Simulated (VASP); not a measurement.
Here is a VASP 6.6.1 calculation.

Contents of INCAR:

```
ALGO = Normal
EDIFF = 1E-7
ENCUT = 520
GGA = PS
ISIF = 2
ISMEAR = -1
LASPH = True
LCHARG = False
LREAL = False
LWAVE = False
NBANDS = 32
NELM = 60
PREC = Accurate
SIGMA = 0.05
```

Contents of KPOINTS:

```
k-points
0
Gamma
  6 6 6
```

Contents of POSCAR:

```
Sn3Te
1.0
    4.7831915686      0.0000000000      0.0000000000
    0.0000000000      4.7831915686      0.0000000000
    0.0000000000      0.0000000000      4.7831915686
Te Sn
1 3
Direct
    0.0000000000      0.0000000000      0.0000000000
    0.0000000000      0.5000000000      0.5000000000
    0.5000000000      0.0000000000      0.5000000000
    0.5000000000      0.5000000000      0.0000000000
```

Potentials or basis: VASP PAW PBE potentials, release 64 (Te, Sn_d).

Command:

```console
$ cat potpaw_PBE.64/Te/POTCAR potpaw_PBE.64/Sn_d/POTCAR > POTCAR
$ mpirun -np 1 vasp_std > vasp.out
```

Question: Predict the pressure.

Answer: -0.1 GPa.

Question: What does it give for the band gap on the k mesh?

Answer: Zero (bands 24 and 25 overlap by 3.53 eV).

Caveat: the PAW data sets were made with another functional, which shifts forces and pressure a little; spin-orbit coupling is left out, which moves the levels of the heavy elements.
